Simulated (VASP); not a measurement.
# BaTe (Fm-3m) in VASP: notebook

BaTe is run at these levels: PBE, LDA; tasks: single point.

Program: VASP 6.6.1. These are calculated values, not measurements. Logs are shortened: lines on timing, memory, paths and dates and some standing lists are left out, and cuts for length are marked.

### 1 The cell of the first run

Symmetry: Fm-3m, No. 225, cubic system. Conventional cell: a = 6.681 Å, b = 6.681 Å, c = 6.681 Å, α = 90.00°, β = 90.00°, γ = 90.00°. Ba (site symmetry m-3m) has 6 Te at 3.34 Å within 4.4 Å. Te (site symmetry m-3m) has 6 Ba at 3.34 Å within 4.4 Å.

### 2 Single point, PBE

INCAR

```
PREC = Accurate
ENCUT = 520
EDIFF = 1E-6
ISMEAR = -1
SIGMA = 0.05
LREAL = F
LASPH = T
NELM = 80
ALGO = Normal
ISIF = 2
LWAVE = F
LCHARG = F
GGA = PE
NBANDS = 15
```

KPOINTS

```
Automatic mesh
0
Gamma
  7 7 7
```

POSCAR

```
BaTe
1.0
    0.0000000000      3.3403886307      3.3403886307
    3.3403886307      0.0000000000      3.3403886307
    3.3403886307      3.3403886307      0.0000000000
Ba Te
1 1
Direct
    0.0000000000      0.0000000000      0.0000000000
    0.5000000000      0.5000000000      0.5000000000
```

Potentials or basis: VASP PAW PBE potentials, release 64 (Ba_sv, Te).

Started as:

```bash
$ cat potpaw_PBE.64/Ba_sv/POTCAR potpaw_PBE.64/Te/POTCAR > POTCAR
$ mpirun -np 1 vasp_std > vasp.out
```

OUTCAR:

```text
PREC = Accurate
   ENCUT = 520
   EDIFF = 1E-6
   ISMEAR = -1
   LREAL = F
   LASPH = T
   NELM = 80
   ISIF = 2
   GGA = PE

 ion  position               nearest neighbor table
   1  0.000  0.000  0.000-   2 3.34   2 3.34   2 3.34   2 3.34   2 3.34   2 3.34
   2  0.500  0.500  0.500-   1 3.34   1 3.34   1 3.34   1 3.34   1 3.34   1 3.34

  LATTYP: Found a face centered cubic cell.
 ALAT       =     6.6807772614

  Lattice vectors:

 A1 = (   0.0000000000,   3.3403886307,   3.3403886307)
 A2 = (   3.3403886307,   0.0000000000,   3.3403886307)
 A3 = (   3.3403886307,   3.3403886307,   0.0000000000)

Analysis of symmetry for initial positions (statically):
=====================================================================
 Subroutine PRICEL returns:
 Original cell was already a primitive cell.

 Routine SETGRP: Setting up the symmetry group for a
 face centered cubic supercell.

 Subroutine GETGRP returns: Found 48 space group operations
 (whereof 48 operations were pure point group operations)
 out of a pool of 48 trial point group operations.

The static configuration has the point symmetry O_h .

Analysis of symmetry for dynamics (positions and initial velocities):
=====================================================================
 Subroutine PRICEL returns:
 Original cell was already a primitive cell.

 Routine SETGRP: Setting up the symmetry group for a
 face centered cubic supercell.

 Subroutine GETGRP returns: Found 48 space group operations
 (whereof 48 operations were pure point group operations)
 out of a pool of 48 trial point group operations.

The dynamic configuration has the point symmetry O_h .

 Subroutine INISYM returns: Found 48 space group operations
 (whereof 48 operations are pure point group operations),
 and found     1 'primitive' translations

----------------------------------------------------------------------------------------

                                     Primitive cell

  volume of cell :      74.5454

  direct lattice vectors                    reciprocal lattice vectors
     0.000000000  3.340388631  3.340388631    -0.149683182  0.149683182  0.149683182
     3.340388631  0.000000000  3.340388631     0.149683182 -0.149683182  0.149683182
     3.340388631  3.340388631  0.000000000     0.149683182  0.149683182 -0.149683182

  length of vectors
     4.724022905  4.724022905  4.724022905     0.259258877  0.259258877  0.259258877

  position of ions in fractional coordinates (direct lattice)
[... 8 lines left out ...]
----------------------------------------------------------------------------------------

 KPOINTS: Automatic mesh

Automatic generation of k-mesh.
 Grid dimensions read from file:
 generate k-points for:    7    7    7

 Generating k-lattice:

  Cartesian coordinates                     Fractional coordinates (reciprocal lattice)
    -0.021383312  0.021383312  0.021383312     0.142857143  0.000000000  0.000000000
     0.021383312 -0.021383312  0.021383312     0.000000000  0.142857143  0.000000000
     0.021383312  0.021383312 -0.021383312     0.000000000  0.000000000  0.142857143

  Length of vectors
     0.037036982  0.037036982  0.037036982

  Shift w.r.t. Gamma in fractional coordinates (k-lattice)
     0.000000000  0.000000000  0.000000000

 Subroutine IBZKPT returns following result:
 ===========================================

 Found     20 irreducible k-points:

 Following reciprocal coordinates:
            Coordinates               Weight
  0.000000  0.000000  0.000000      1.000000
  0.142857  0.000000  0.000000      8.000000
  0.285714  0.000000  0.000000      8.000000
  0.428571  0.000000  0.000000      8.000000
  0.142857  0.142857  0.000000      6.000000
  0.285714  0.142857  0.000000     24.000000
[... 12 lines left out ...]
 -0.428571  0.428571  0.142857     24.000000
 -0.285714  0.428571  0.142857     24.000000
   k-points           NKPTS =     20   k-points in BZ     NKDIM =     20   number of bands    NBANDS=     15
   number of dos      NEDOS =    301   number of ions     NIONS =      2
   total plane-waves  NPLWV =  46656
   dimension x,y,z NGX =    36 NGY =   36 NGZ =   36
   dimension x,y,z NGXF=    72 NGYF=   72 NGZF=   72
   ions per type =               1   1
   NGX,Y,Z   is equivalent  to a cutoff of  12.67, 12.67, 12.67 a.u.
   NGXF,Y,Z  is equivalent  to a cutoff of  25.34, 25.34, 25.34 a.u.
 SYSTEM =  unknown system
   PREC   = accura    normal or accurate (medium, high low for compatibility)
   ISTART =      0    job   : 0-new  1-cont  2-samecut
   ICHARG =      2    charge: 1-file 2-atom 10-const
   ISPIN  =      1    spin polarized calculation?
   LNONCOLLINEAR =      F non collinear calculations
   LSORBIT =      F    spin-orbit coupling
   LASPH  =      T    aspherical Exc in radial PAW
   ENCUT  =  520.0 eV  38.22 Ry    6.18 a.u.   8.78  8.78  8.78*2*pi/ulx,y,z
   NELM   =     80;   NELMIN=  2; NELMDL= -5     # of ELM steps
   EDIFF  = 0.1E-05   stopping-criterion for ELM
   LREAL  =      F    real-space projection
[... 7 lines left out ...]
   TEBEG  =    0.0;   TEEND  =   0.0 temperature during run
   PSTRESS=    0.0 pullay stress
   NELECT =      16.0000    total number of electrons
   NUPDOWN=      -1.0000    fix difference up-down
   EMIN   =  10.00;   EMAX   =-10.00  energy-range for DOS
   EFERMI =   0.00;   METHOD = LEGACY
   ISMEAR =    -1;   SIGMA  =   0.05  broadening in eV -4-tet -1-fermi 0-gaus
   EFERMI_NEDOS =   21; number of points for ismear=-14 and -15
   IALGO  =     38    algorithm
   IMIX   =      4    mixing-type and parameters
     AMIX     =   0.40;   BMIX     =  1.00
     AMIX_MAG =   1.60;   BMIX_MAG =  1.00
  volume/ion in A,a.u.               =      37.27       251.53
  Fermi-wavevector in a.u.,A,eV,Ry     =   0.980184  1.852280 13.071956  0.960762
  Thomas-Fermi vector in A             =   2.111095
   LORBIT       =      0    0 simple, 1 ext, 2 COOP (PROOUT), +10 PAW based schemes
   GGA     = PE    functional components
   LHFCALC =     F    Hartree Fock is set to
   AEXX    =    0.0000 exact exchange contribution
   IVDW    =     0    specifies the selected vdW correction
   LEPSILON=     F    determine dielectric tensor
   LRPA    =     F    only Hartree local field effects (RPA)
 non-spin polarized calculation
  energy-cutoff  :      520.00
  volume of cell :       74.55
 maximum number of plane-waves:      2017
   NGX = 17   NGY = 17   NGZ = 17

 number of electron      16.0000000 magnetization

 Free energy of the ion-electron system (eV)
  ---------------------------------------------------
  ext. energy  EPLUGINS =         0.00000000
  ---------------------------------------------------
  free energy    TOTEN  =        -8.34118479 eV

  energy without entropy =       -8.34118459  energy(sigma->0) =       -8.34118469

 E-fermi :   3.8312     XC(G=0):  -8.8231

 val. band max:        3.2437207870   @ k =   0.0000   0.0000   0.0000
 cond. band min:       4.4490507314   @ k =   0.4286   0.4286   0.0000
 fundamental gap:      1.2053299444
 Fermi energy:         3.8311785189

 k-point     1 :       0.0000    0.0000    0.0000
  band No.  band energies     occupation
      1     -23.4564      2.00000
      2      -8.6452      2.00000
      3      -8.6452      2.00000
      4      -8.6452      2.00000
      5      -6.6444      2.00000
      6       3.2437      1.99998
      7       3.2437      1.99998
      8       3.2437      1.99998
      9       6.0338      0.00000
     10       6.0338      0.00000
     11       6.0338      0.00000
     12       6.7403      0.00000
     13       6.8131      0.00000
     14       6.8131      0.00000
     15      10.1943      0.00000

 k-point     2 :       0.1429    0.0000    0.0000
  band No.  band energies     occupation
      1     -23.4510      2.00000
      2      -8.8449      2.00000
      3      -8.6480      2.00000
      4      -8.6480      2.00000
      5      -6.3723      2.00000
      6       2.4973      2.00000
      7       2.8439      2.00000
      8       2.8439      2.00000
      9       6.1309      0.00000
     10       6.3302      0.00000
     11       6.3302      0.00000
     12       7.5357      0.00000
     13       7.5357      0.00000
     14       7.6292      0.00000
     15      10.9458      0.00000

 k-point     3 :       0.2857    0.0000    0.0000
  band No.  band energies     occupation
      1     -23.4388      2.00000
      2      -9.1867      2.00000
      3      -8.6542      2.00000
      4      -8.6542      2.00000
      5      -5.8518      2.00000
      6       1.3787      2.00000
      7       2.2169      2.00000
      8       2.2169      2.00000
      9       6.4629      0.00000
     10       7.1055      0.00000
     11       7.1055      0.00000
     12       9.0874      0.00000
     13       9.1572      0.00000
     14       9.1572      0.00000
     15      12.0749      0.00000

 k-point     4 :       0.4286    0.0000    0.0000
  band No.  band energies     occupation
      1     -23.4289      2.00000
      2      -9.4044      2.00000
      3      -8.6591      2.00000
      4      -8.6591      2.00000
      5      -5.4698      2.00000
      6       0.6807      2.00000
      7       1.8407      2.00000
      8       1.8407      2.00000
      9       7.2616      0.00000
     10       8.1399      0.00000
     11       8.1399      0.00000
     12       8.7199      0.00000
     13      10.6206      0.00000
     14      10.6206      0.00000
     15      11.4943      0.00000
[... 235 lines left out ...]
 k-point    18 :      -0.4286    0.2857    0.1429
  band No.  band energies     occupation
      1     -23.4228      2.00000
      2      -9.2160      2.00000
      3      -8.8108      2.00000
      4      -8.7217      2.00000
      5      -5.7929      2.00000
      6       1.2261      2.00000
      7       1.9849      2.00000
      8       2.2115      2.00000
      9       6.4900      0.00000
     10       7.6672      0.00000
     11       8.5850      0.00000
     12       8.9419      0.00000
     13       9.7245      0.00000
     14      10.9376      0.00000
     15      11.8006      0.00000

 k-point    19 :      -0.4286    0.4286    0.1429
  band No.  band energies     occupation
      1     -23.4197      2.00000
      2      -9.0481      2.00000
      3      -8.8271      2.00000
      4      -8.8252      2.00000
      5      -6.1061      2.00000
      6       1.8325      2.00000
      7       2.2018      2.00000
      8       2.4935      2.00000
      9       5.4163      0.00000
     10       8.2325      0.00000
     11       8.3293      0.00000
     12       9.3621      0.00000
     13       9.5095      0.00000
     14       9.9558      0.00000
     15      11.8433      0.00000

 k-point    20 :      -0.2857    0.4286    0.1429
  band No.  band energies     occupation
      1     -23.4188      2.00000
      2      -9.0459      2.00000
      3      -8.9205      2.00000
      4      -8.7956      2.00000
      5      -5.9708      2.00000
      6       1.6026      2.00000
      7       2.1821      2.00000
      8       2.2142      2.00000
      9       6.3516      0.00000
     10       7.3170      0.00000
     11       8.7001      0.00000
     12       9.0995      0.00000
     13       9.2535      0.00000
     14      11.5014      0.00000
     15      12.0748      0.00000

------------------------ aborting loop because EDIFF is reached ----------------------------------------

  FORCE on cell =-STRESS in cart. coord.  units (eV):
  Direction    XX          YY          ZZ          XY          YZ          ZX
  --------------------------------------------------------------------------------------
  -------------------------------------------------------------------------------------
  Total        3.4668364      3.4668364      3.4668364      0.0000000     -0.0000000      0.0000000
  in kB       74.5114372     74.5114372     74.5114372      0.0000000     -0.0000000      0.0000000
  external PRESSURE =      74.5114372 kB  Pullay stress =       0.0000000 kB

 VOLUME and BASIS-vectors are now :
 -----------------------------------------------------------------------------
  energy-cutoff  :      520.00
  volume of cell :       74.55
      direct lattice vectors                 reciprocal lattice vectors
     0.000000000  3.340388631  3.340388631    -0.149683182  0.149683182  0.149683182
     3.340388631  0.000000000  3.340388631     0.149683182 -0.149683182  0.149683182
     3.340388631  3.340388631  0.000000000     0.149683182  0.149683182 -0.149683182

 POSITION                                       TOTAL-FORCE (eV/Angst)
 -----------------------------------------------------------------------------------
      0.00000      0.00000      0.00000        -0.000000     -0.000000     -0.000000
      3.34039      3.34039      3.34039         0.000000      0.000000      0.000000
 -----------------------------------------------------------------------------------
    total drift:                                0.000000      0.000000      0.000000

  FREE ENERGIE OF THE ION-ELECTRON SYSTEM (eV)
  ---------------------------------------------------
  free  energy   TOTEN  =        -8.3411847882 eV

  energy  without entropy=       -8.3411845893  energy(sigma->0) =       -8.34118469
```

Run time: 20 s. Hardware: 1 thread of AMD EPYC 7R43 (Zen 3), shared host; peak memory 0.18 GiB.

Results:

- Free energy: -8.3412 eV
- Pressure: 7.5 GPa
- Band gap on the k mesh: 1.21 eV, indirect (least direct gap 1.58 eV)

Levels at points of the mesh, in eV from the valence-band top:
```
           k point  band 5  band 6  band 7  band 8  band 9  band 10  band 11  band 12
(0.00, 0.00, 0.00)   -9.89    0.00    0.00    0.00    2.79     2.79     2.79     3.50
```

Caveat: spin-orbit coupling is left out, which moves the levels of the heavy elements.

### 3 Single point, LDA

This run uses another cell than the first one, of 38.07 Å³/atom, 1.021 times its volume.

INCAR

```
PREC     = Accurate       # precision mode
ENCUT    = 520            # plane-wave cutoff, eV
EDIFF    = 1E-7           # SCF threshold, eV
ISMEAR   = -1             # smearing method
SIGMA    = 0.05           # smearing width, eV
LREAL    = F              # projectors in reciprocal space
LASPH    = T              # aspherical terms in the spheres
NELM     = 80             # most SCF steps
ALGO     = Normal         # electronic algorithm
ISIF     = 2              # what is computed and relaxed
LWAVE    = F              # write WAVECAR
LCHARG   = F              # write CHGCAR
NBANDS   = 15             # bands
```

KPOINTS is that of step 2.

POSCAR

```
BaTe
1.0
    0.0000000000      3.3639132694      3.3639132694
    3.3639132694      0.0000000000      3.3639132694
    3.3639132694      3.3639132694      0.0000000000
Ba Te
1 1
Direct
    0.0000000000      0.0000000000      0.0000000000
    0.5000000000      0.5000000000      0.5000000000
```

Potentials or basis: VASP PAW LDA potentials, release 64 (Ba_sv, Te).

Started as:

```bash
$ cat potpaw_LDA.64/Ba_sv/POTCAR potpaw_LDA.64/Te/POTCAR > POTCAR
$ mpirun -np 1 vasp_std > vasp.out
```

OUTCAR:

```text
PREC = Accurate
   ENCUT = 520
   EDIFF = 1E-7
   ISMEAR = -1
   LREAL = F
   LASPH = T
   NELM = 80
   ISIF = 2

 ion  position               nearest neighbor table
   1  0.000  0.000  0.000-   2 3.36   2 3.36   2 3.36   2 3.36   2 3.36   2 3.36
   2  0.500  0.500  0.500-   1 3.36   1 3.36   1 3.36   1 3.36   1 3.36   1 3.36

  LATTYP: Found a face centered cubic cell.
 ALAT       =     6.7278265388

  Lattice vectors:

[... 538 lines left out ...]

------------------------ aborting loop because EDIFF is reached ----------------------------------------

  FORCE on cell =-STRESS in cart. coord.  units (eV):
  Direction    XX          YY          ZZ          XY          YZ          ZX
  --------------------------------------------------------------------------------------
  -------------------------------------------------------------------------------------
  Total        1.4438162      1.4438162      1.4438162     -0.0000000      0.0000000      0.0000000
  in kB       30.3849225     30.3849225     30.3849225     -0.0000000      0.0000000      0.0000000
  external PRESSURE =      30.3849225 kB  Pullay stress =       0.0000000 kB

 VOLUME and BASIS-vectors are now :
 -----------------------------------------------------------------------------
  energy-cutoff  :      520.00
  volume of cell :       76.13
      direct lattice vectors                 reciprocal lattice vectors
     0.000000000  3.363913269  3.363913269    -0.148636412  0.148636412  0.148636412
     3.363913269  0.000000000  3.363913269     0.148636412 -0.148636412  0.148636412
     3.363913269  3.363913269  0.000000000     0.148636412  0.148636412 -0.148636412

 POSITION                                       TOTAL-FORCE (eV/Angst)
 -----------------------------------------------------------------------------------
      0.00000      0.00000      0.00000         0.000000      0.000000     -0.000000
      3.36391      3.36391      3.36391         0.000000      0.000000      0.000000
 -----------------------------------------------------------------------------------
    total drift:                                0.000000      0.000000      0.000000

  FREE ENERGIE OF THE ION-ELECTRON SYSTEM (eV)
  ---------------------------------------------------
  free  energy   TOTEN  =        -9.5599941652 eV

  energy  without entropy=       -9.5599938286  energy(sigma->0) =       -9.55999400
```

OSZICAR:

```text
N       E                     dE             d eps       ncg     rms          rms(c)
DAV:   1     0.797185153069E+02    0.79719E+02   -0.64536E+03   600   0.910E+02
DAV:   2    -0.505814825992E+01   -0.84777E+02   -0.77238E+02   833   0.156E+02
DAV:   3    -0.959861834604E+01   -0.45405E+01   -0.45112E+01   824   0.383E+01
DAV:   4    -0.970606901885E+01   -0.10745E+00   -0.10740E+00   813   0.569E+00
DAV:   5    -0.970852324279E+01   -0.24542E-02   -0.24542E-02   825   0.632E-01    0.456E+00
DAV:   6    -0.958465728521E+01    0.12387E+00   -0.10657E-01   684   0.168E+00    0.294E+00
DAV:   7    -0.956120642954E+01    0.23451E-01   -0.80497E-02   719   0.148E+00    0.721E-01
DAV:   8    -0.955994456442E+01    0.12619E-02   -0.10322E-02   656   0.565E-01    0.170E-01
DAV:   9    -0.955998175326E+01   -0.37189E-04   -0.45186E-04   726   0.148E-01    0.537E-02
DAV:  10    -0.955999229590E+01   -0.10543E-04   -0.33482E-05   796   0.371E-02    0.167E-02
DAV:  11    -0.955999498167E+01   -0.26858E-05   -0.20435E-05   726   0.237E-02    0.156E-02
DAV:  12    -0.955999442568E+01    0.55599E-06   -0.20311E-06   712   0.830E-03    0.798E-03
DAV:  13    -0.955999415670E+01    0.26898E-06   -0.79916E-07   740   0.432E-03    0.527E-04
DAV:  14    -0.955999416524E+01   -0.85332E-08   -0.10247E-07   420   0.163E-03
   1 F= -.95599942E+01 E0= -.95599940E+01  d E =-.336657E-06
```

stdout:

```text
POSCAR found type information on POSCAR BaTe
 POSCAR found :  2 types and       2 ions
 scaLAPACK will be used
 LDA part: xc-table for (Slater(with rela. corr.)+CA(PZ))
 , standard interpolation
 POSCAR, INCAR and KPOINTS ok, starting setup
 FFT: planning ... GRIDC
 FFT: planning ... GRID_SOFT
 FFT: planning ... GRID
 WAVECAR not read
 entering main loop
```

Wall time 19 s (1 thread of AMD EPYC 7R43 (Zen 3), shared host); peak memory 0.15 GiB.

What came out:

| Quantity | Value |
| --- | --- |
| Free energy | -9.5600 eV |
| Pressure | 3.0 GPa |
| Band gap on the k mesh | 1.15 eV, indirect (least direct gap 1.53 eV) |

Caveat: spin-orbit coupling is left out, which moves the levels of the heavy elements. Expect the measured gap to be larger: semilocal functionals such as LDA lack the derivative discontinuity.

[end of part 1 of 2]
